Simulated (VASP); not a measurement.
# MgI2 (P1) in VASP: single point with PBE

Aim: the single point of MgI2 with PBE.

All numbers are computed with VASP 6.6.1; they aren't measurements. Logs are shortened: lines on timing, memory, paths and dates and some standing lists are left out, and cuts for length are marked.

### 1 The cell of the first run

The typed cell holds 3 atoms: a = 4.140 Å, b = 4.140 Å, c = 6.880 Å, α = 90.00°, β = 90.00°, γ = 120.00°.

### 2 Single point, PBE

INCAR

```
SYSTEM = MgI2
  PREC = Accurate
  ENCUT = 520
  EDIFF = 1E-7
  ISMEAR = 1
  SIGMA = 0.05
  LREAL = .FALSE.
  LASPH = .TRUE.
  NELM = 60
  ALGO = Normal
  ISIF = 2
  LWAVE = .FALSE.
  LCHARG = .TRUE.
  GGA = PE
  LELF = .TRUE.
  LVHAR = .TRUE.
  NBANDS = 15
```

KPOINTS

```
Automatic mesh
0
G
  3 3 2
  0 0 0
```

POSCAR

```
MgI2
1.0
    4.1400000000      0.0000000000      0.0000000000
   -2.0700001227      3.5853497196      0.0000000000
    0.0000000000      0.0000000000      6.8800000000
Mg I
1 2
Direct
    0.0515000000      0.0560300000      0.9841400000
    0.2816400000      0.6215200000      0.2595100000
    0.6710600000      0.3403400000      0.7418400000
```

Potentials or basis: VASP PAW PBE potentials, release 64 (Mg, I).

Run with:

```
> cat potpaw_PBE.64/Mg/POTCAR potpaw_PBE.64/I/POTCAR > POTCAR
> mpirun -np 1 vasp_std > vasp.out
```

OUTCAR:

```text
SYSTEM = MgI2
   PREC = Accurate
   ENCUT = 520
   EDIFF = 1E-7
   ISMEAR = 1
   LREAL = .FALSE.
   LASPH = .TRUE.
   NELM = 60
   ISIF = 2
   GGA = PE

 ion  position               nearest neighbor table
   1  0.051  0.056  0.984-   3 2.78   2 2.78   3 2.92   3 3.06   2 3.07   2 3.35
   2  0.282  0.622  0.260-   1 2.78   1 3.07   1 3.35
   3  0.671  0.340  0.742-   1 2.78   1 2.92   1 3.06

  LATTYP: Found a hexagonal cell.
 ALAT       =     4.1400000000
 C/A-ratio  =     1.6618357488

  Lattice vectors:

 A1 = (   4.1400000000,   0.0000000000,   0.0000000000)
 A2 = (  -2.0700001227,   3.5853497196,   0.0000000000)
 A3 = (   0.0000000000,   0.0000000000,   6.8800000000)

Analysis of symmetry for initial positions (statically):
=====================================================================
 Subroutine PRICEL returns:
 Original cell was already a primitive cell.

 Routine SETGRP: Setting up the symmetry group for a
 hexagonal supercell.

 Subroutine GETGRP returns: Found  1 space group operations
 (whereof  1 operations were pure point group operations)
 out of a pool of 24 trial point group operations.

The static configuration has the point symmetry C_1 .

Analysis of symmetry for dynamics (positions and initial velocities):
=====================================================================
 Subroutine PRICEL returns:
 Original cell was already a primitive cell.

 Routine SETGRP: Setting up the symmetry group for a
 hexagonal supercell.

 Subroutine GETGRP returns: Found  1 space group operations
 (whereof  1 operations were pure point group operations)
 out of a pool of 24 trial point group operations.

The dynamic configuration has the point symmetry C_1 .

 Subroutine INISYM returns: Found  1 space group operations
 (whereof  1 operations are pure point group operations),
 and found     1 'primitive' translations

----------------------------------------------------------------------------------------

                                     Primitive cell

  volume of cell :     102.1222

  direct lattice vectors                    reciprocal lattice vectors
     4.140000000  0.000000000  0.000000000     0.241545894  0.139456418  0.000000000
    -2.070000123  3.585349720  0.000000000     0.000000000  0.278912820  0.000000000
     0.000000000  0.000000000  6.880000000     0.000000000  0.000000000  0.145348837

  length of vectors
     4.140000000  4.140004000  6.880000000     0.278913089  0.278912820  0.145348837

[... 79 lines left out ...]
   NUPDOWN=      -1.0000    fix difference up-down
   EMIN   =  10.00;   EMAX   =-10.00  energy-range for DOS
   EFERMI =   0.00;   METHOD = LEGACY
   ISMEAR =     1;   SIGMA  =   0.05  broadening in eV -4-tet -1-fermi 0-gaus
   EFERMI_NEDOS =   21; number of points for ismear=-14 and -15
   IALGO  =     38    algorithm
   IMIX   =      4    mixing-type and parameters
     AMIX     =   0.40;   BMIX     =  1.00
     AMIX_MAG =   1.60;   BMIX_MAG =  1.00
  volume/ion in A,a.u.               =      34.04       229.72
  Fermi-wavevector in a.u.,A,eV,Ry     =   0.882554  1.667786 10.597604  0.778902
  Thomas-Fermi vector in A             =   2.003201
   LORBIT       =      0    0 simple, 1 ext, 2 COOP (PROOUT), +10 PAW based schemes
   GGA     = PE    functional components
   LHFCALC =     F    Hartree Fock is set to
   AEXX    =    0.0000 exact exchange contribution
   IVDW    =     0    specifies the selected vdW correction
   LEPSILON=     F    determine dielectric tensor
   LRPA    =     F    only Hartree local field effects (RPA)
 non-spin polarized calculation
 Methfessel and Paxton  Order N= 1 SIGMA  =   0.05
  energy-cutoff  :      520.00
  volume of cell :      102.12
 maximum number of plane-waves:      2779
   NGX = 15   NGY = 15   NGZ = 25

 number of electron      15.9999999 magnetization

 Free energy of the ion-electron system (eV)
  ---------------------------------------------------
  ext. energy  EPLUGINS =         0.00000000
  ---------------------------------------------------
  free energy    TOTEN  =        -7.38084999 eV

  energy without entropy =       -7.38102694  energy(sigma->0) =       -7.38090897

 E-fermi :   2.8481     XC(G=0):  -8.2680

 val. band max:        2.8063358140   @ k =   0.0000   0.0000   0.0000
 cond. band min:       5.8362987089   @ k =   0.0000   0.0000   0.0000
 fundamental gap:      3.0299628949
 Fermi energy:         2.8480729289

 k-point     1 :       0.0000    0.0000    0.0000
  band No.  band energies     occupation
      1      -9.6921      2.00000
      2      -8.8356      2.00000
      3      -1.2667      2.00000
      4       1.7844      2.00000
      5       2.0171      2.00000
      6       2.3024      2.00000
      7       2.4914      2.00000
      8       2.8063      1.99682
      9       5.8363      0.00000
     10       7.2780      0.00000
     11       9.1730      0.00000
     12       9.2726      0.00000
     13       9.7312      0.00000
     14      10.7740      0.00000
[... 149 lines left out ...]
      2      -8.4708      2.00000
      3      -0.7474      2.00000
      4      -0.3973      2.00000
      5      -0.1541      2.00000
      6       0.2639      2.00000
      7       1.8532      2.00000
      8       1.8829      2.00000
      9       6.8948      0.00000
     10       7.6185      0.00000
     11       7.9414      0.00000
     12       9.4389      0.00000
     13      10.5969      0.00000
     14      11.0728      0.00000
     15      11.4632      0.00000

------------------------ aborting loop because EDIFF is reached ----------------------------------------

  FORCE on cell =-STRESS in cart. coord.  units (eV):
  Direction    XX          YY          ZZ          XY          YZ          ZX
  --------------------------------------------------------------------------------------
  -------------------------------------------------------------------------------------
  Total        1.5025936      1.1148921     -0.0846022      0.2855503      0.2348328     -0.3150543
  in kB       23.5739210     17.4913407     -1.3273087      4.4799469      3.6842498     -4.9428305
  external PRESSURE =      13.2459844 kB  Pullay stress =       0.0000000 kB

 VOLUME and BASIS-vectors are now :
 -----------------------------------------------------------------------------
  energy-cutoff  :      520.00
  volume of cell :      102.12
      direct lattice vectors                 reciprocal lattice vectors
     4.140000000  0.000000000  0.000000000     0.241545894  0.139456418  0.000000000
    -2.070000123  3.585349720  0.000000000     0.000000000  0.278912820  0.000000000
     0.000000000  0.000000000  6.880000000     0.000000000  0.000000000  0.145348837

 POSITION                                       TOTAL-FORCE (eV/Angst)
 -----------------------------------------------------------------------------------
      0.09723      0.20089      6.77088        -0.162456     -0.460817      0.394336
     -0.12056      2.22837      1.78543         0.024405      0.324755     -0.582769
      2.07368      1.22024      5.10386         0.138051      0.136062      0.188433
 -----------------------------------------------------------------------------------
    total drift:                                0.000036     -0.000285      0.000082

  FREE ENERGIE OF THE ION-ELECTRON SYSTEM (eV)
  ---------------------------------------------------
  free  energy   TOTEN  =        -7.3808499878 eV

  energy  without entropy=       -7.3810269450  energy(sigma->0) =       -7.38090897
```

Run time: 18 s. Hardware: 1 thread of AMD EPYC 7R43 (Zen 3), shared host; peak memory 0.19 GiB.

What came out:

| Quantity | Value |
| --- | --- |
| Free energy | -7.3808 eV |
| Pressure | 1.3 GPa |
| Largest force | 0.668 eV/Å |
| Band gap on the k mesh | 3.03 eV, direct |

Forces on the atoms (eV/Å):
```
Mg  -0.162 -0.461  0.394
I    0.024  0.325 -0.583
I    0.138  0.136  0.188
```

Stress tensor (GPa, compression positive):
```
 2.36  0.45 -0.49
 0.45  1.75  0.37
-0.49  0.37 -0.13
```

Levels at points of the mesh, in eV from the valence-band top:
| k point | band 5 | band 6 | band 7 | band 8 | band 9 | band 10 | band 11 | band 12 |
| --- | --- | --- | --- | --- | --- | --- | --- | --- |
| (0.00, 0.00, 0.00) | -0.79 | -0.50 | -0.31 | 0.00 | 3.03 | 4.47 | 6.37 | 6.47 |
| (0.00, 0.00, 0.50) | -0.95 | -0.74 | -0.40 | -0.08 | 4.09 | 4.62 | 6.19 | 6.30 |

Caveat: the k points lie up to 0.58 Å⁻¹ apart; spin-orbit coupling is left out, which moves the levels of the heavy elements. A k mesh can miss the band edges.
